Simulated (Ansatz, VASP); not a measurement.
# NaI in VASP and in Ansatz

```
CELL_PARAMETERS angstrom
0.00000 3.23640 3.23640
3.23640 0.00000 3.23640
3.23640 3.23640 0.00000
ATOMIC_POSITIONS crystal
Na 0.00000 0.00000 0.00000
I 0.42275 0.57725 0.42275
```

Change from the starting cell: all I atoms moved -0.500 Å, as atom 2 along Cartesian [0 1 0].

Alike in both runs: task single point; functional r2SCAN; k mesh 6 × 6 × 6; occupations gaussian, width 0.05 eV; no spin polarisation.

```csv
,VASP,Ansatz
version,VASP 6.6.1,Ansatz 0.2.0
potentials or method,"VASP PAW PBE potentials, release 64 (Na_pv, I), cutoff 520 eV","scalar-relativistic, plane waves, PAW"
valence electrons in the cell,14,26
```

VASP gave:

| Property | Result |
| --- | --- |
| gap on the k mesh at the Fermi level (eV) | 4.46 |
| least direct gap on the mesh (eV) | 4.46 |
| pressure (GPa) | 1.4 |
| traceless stress, the component that is largest in VASP (GPa) | 3.76 |
| rms of the force components (eV/Å) | 0.560 |

Estimate Ansatz's values.

gap on the k mesh at the Fermi level (eV): 4.45; least direct gap on the mesh (eV): 4.45; pressure (GPa): 1.5; traceless stress, the component that is largest in VASP (GPa): 3.72; rms of the force components (eV/Å): 0.553.

VASP's potentials were made for PBE, not for r2SCAN. Atom by atom the forces differ by 0.006 eV/Å (rms over components). With one functional, cell and mesh, what is left measures potentials, basis and numerics. VASP's potentials hold 14 valence electrons a cell and Ansatz's 26, so a difference there can come from the potentials and not from the codes.

Neither program's run includes spin-orbit coupling.
